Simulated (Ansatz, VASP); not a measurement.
# One calculation of HfO2, two programs

Contents of INCAR:

```
SYSTEM = HfO2
PREC = Accurate
ENCUT = 520
EDIFF = 1E-7
ISMEAR = 0
SIGMA = 0.05
LREAL = .False.
LASPH = .True.
NELM = 100
ALGO = Normal
ISIF = 2
LWAVE = .False.
LCHARG = .False.
GGA = PE
NBANDS = 31
```

File KPOINTS:

```
regular mesh
0
Gamma
  6 6 6
  0 0 0
```

The input POSCAR:

```
HfO2
1.0
    0.0000000000     -2.5489194559     -2.5489194559
    0.0000000000      2.5489194559     -2.5489194559
    5.0978389119      0.0000000000      0.0000000000
Hf O
2 4
Direct
    0.5051394327      0.4948605673      0.5000000000
   -0.0051394327      0.0051394327      0.0000000000
    0.0000374893      0.5000374893      0.7500000000
    0.4999625107     -0.0000374893      0.2500000000
    0.0000374893      0.5000374893      0.2500000000
    0.4999625107     -0.0000374893      0.7500000000
```

Input for Ansatz:

```yaml
crystal:
  lattice:
    - [0.0, -2.5489194559, -2.5489194559]
    - [0.0, 2.5489194559, -2.5489194559]
    - [5.0978389119, 0.0, 0.0]
  atoms:
    - { symbol: Hf, position: [0.5051394327, 0.4948605673, 0.5] }
    - { symbol: Hf, position: [-0.0051394327, 0.0051394327, 0.0] }
    - { symbol: O, position: [3.74893e-05, 0.5000374893, 0.75] }
    - { symbol: O, position: [0.4999625107, -3.74893e-05, 0.25] }
    - { symbol: O, position: [3.74893e-05, 0.5000374893, 0.25] }
    - { symbol: O, position: [0.4999625107, -3.74893e-05, 0.75] }
basis:
  ecutwfc: 520.0
kpoints:
  mp_grid: { grid: [6, 6, 6] }
hamiltonian:
  xc: pbe
  pseudopotentials: { kind: paw, azcp: { folder: soft_1 } }
scf:
  occupations: { method: gaussian, width: 0.05 }
output:
  forces: true
  stress: true
  eigenvalues: true
```

Change from the starting cell: mode 1 frozen in at +0.000 Å and mode 5 at -0.026 Å (largest displacements).

Alike in both runs: task single point; functional PBE; k mesh 6 × 6 × 6; occupations gaussian, width 0.05 eV; no spin polarisation.

|  | VASP | Ansatz |
| --- | --- | --- |
| version | VASP 6.6.1 | Ansatz 0.2.0 |
| potentials or method | VASP PAW PBE potentials, release 64 (Hf_pv, O), cutoff 520 eV | scalar-relativistic, plane waves, PAW |
| valence electrons in the cell | 44 | 76 |

```csv
,VASP,Ansatz,Ansatz less VASP
gap on the k mesh at the Fermi level (eV),3.76,3.75,-0.008
least direct gap on the mesh (eV),3.76,3.75,-0.008
pressure (GPa),-3.6,0.1,+3.66
rms of the force components (eV/Å),0.043,0.046,+0.0031
```

Atom by atom the forces differ by 0.007 eV/Å (rms over components). VASP's potentials hold 44 valence electrons a cell and Ansatz's 76, so a difference there can come from the potentials and not from the codes.

Spin-orbit coupling is off throughout.
